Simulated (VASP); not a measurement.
Here is a VASP 6.6.1 calculation.

Contents of POSCAR:

```
HfO2
1.0
   10.1883500000      0.0000000000      0.0000000000
    0.0000000000     10.3012900000      0.0000000000
   -0.8761690000      0.0000000000      5.2029530000
Hf O
16 32
Direct
    0.1384400000      0.2338860000      0.7008460000
    0.3658280000      0.4780260000      0.7901100000
    0.3693900000      0.2715790000      0.2917680000
    0.1409320000      0.0253430000      0.2076730000
    0.1393550000      0.7278200000      0.7113890000
    0.3640030000      0.9830920000      0.7903470000
    0.3596070000      0.7686200000      0.2846150000
    0.1378920000      0.5179160000      0.2160080000
    0.6362380000      0.2354270000      0.7094960000
    0.8610860000      0.4781470000      0.7905780000
    0.8612390000      0.2675540000      0.3076980000
    0.6305650000      0.0069660000      0.2069760000
    0.6383260000      0.7323090000      0.7170180000
    0.8612700000      0.9784700000      0.7917480000
    0.8574780000      0.7735650000      0.3024960000
    0.6387500000      0.5200460000      0.2059370000
    0.2263070000      0.3674820000      0.9757970000
    0.2742810000      0.1160900000      0.5099860000
    0.2696140000      0.1278100000      0.0201150000
    0.2227410000      0.3790050000      0.4684530000
    0.0338690000      0.1663040000      0.3519470000
    0.4624970000      0.4138270000      0.1384700000
    0.4638420000      0.3260910000      0.6429860000
    0.0385050000      0.0760720000      0.8523070000
    0.2166600000      0.8670160000      0.9713520000
    0.2677840000      0.6286500000      0.5031640000
    0.2748890000      0.6266980000      0.0339760000
    0.2162040000      0.8828990000      0.4730330000
    0.0335710000      0.6627740000      0.3511090000
    0.4613530000      0.9150730000      0.1564260000
    0.4730440000      0.8252810000      0.6653090000
    0.0379030000      0.5827430000      0.8485650000
    0.7234240000      0.3727090000      0.9770280000
    0.7754190000      0.1225540000      0.5287640000
    0.7742420000      0.1272890000      0.0361330000
    0.7260800000      0.3749100000      0.4961960000
    0.5372270000      0.1630920000      0.3373500000
    0.9669910000      0.4121480000      0.1457300000
    0.9607310000      0.3326550000      0.6621440000
    0.5324780000      0.0789920000      0.8513240000
    0.7209340000      0.8681410000      0.9755390000
    0.7726960000      0.6195650000      0.5094640000
    0.7773750000      0.6289280000      0.0126850000
    0.7149760000      0.8787070000      0.4869470000
    0.5313000000      0.6635040000      0.3419440000
    0.9683840000      0.9118230000      0.1612210000
    0.9646300000      0.8382110000      0.6539940000
    0.5332720000      0.5788810000      0.8410430000
```

INCAR.step1

```
  ALGO = Normal
  EDIFF = 1E-5
  ENCUT = 660
  GGA = PE
  GGA_COMPAT = F
  ISMEAR = 0
  KPAR = 4
  LASPH = T
  LCHARG = F
  LREAL = Auto
  LWAVE = T
  NBANDS = 206
  NELM = 120
  PREC = Accurate
  SIGMA = 0.01
```

The input INCAR.step2:

```
  ALGO = Normal
  EDIFF = 1E-6
  ENCUT = 660
  GGA_COMPAT = F
  ISIF = 2
  ISMEAR = 0
  ISTART = 1
  KPAR = 4
  LASPH = T
  LCHARG = F
  LMIXTAU = T
  LREAL = Auto
  LWAVE = F
  METAGGA = R2SCAN
  NBANDS = 206
  NELM = 120
  PREC = Accurate
  SIGMA = 0.01
```

The input KPOINTS:

```
k-points
0
Gamma
  2 2 4
```

Potentials or basis: VASP PAW PBE potentials, release 64 (Hf_pv, O).

The run is started by

```sh
$ cat potpaw_PBE.64/Hf_pv/POTCAR potpaw_PBE.64/O/POTCAR > POTCAR
$ cp INCAR.step1 INCAR
$ mpirun -np 4 vasp_std > vasp.out
$ cp INCAR.step2 INCAR
$ mpirun -np 4 vasp_std > vasp.out
```

What does it give for the largest force?

3.166 eV/Å.

Predict the pressure.

1.6 GPa.

What does it give for the band gap on the k mesh?

4.25 eV.

Stress tensor (GPa, compression positive):
```
1.82 0.43 1.09
0.43 1.18 0.18
1.09 0.18 1.66
```

Caveat: the PAW data sets were made with another functional, which shifts forces and pressure a little; spin-orbit coupling is left out, which moves the levels of the heavy elements. A k mesh can miss the band edges.
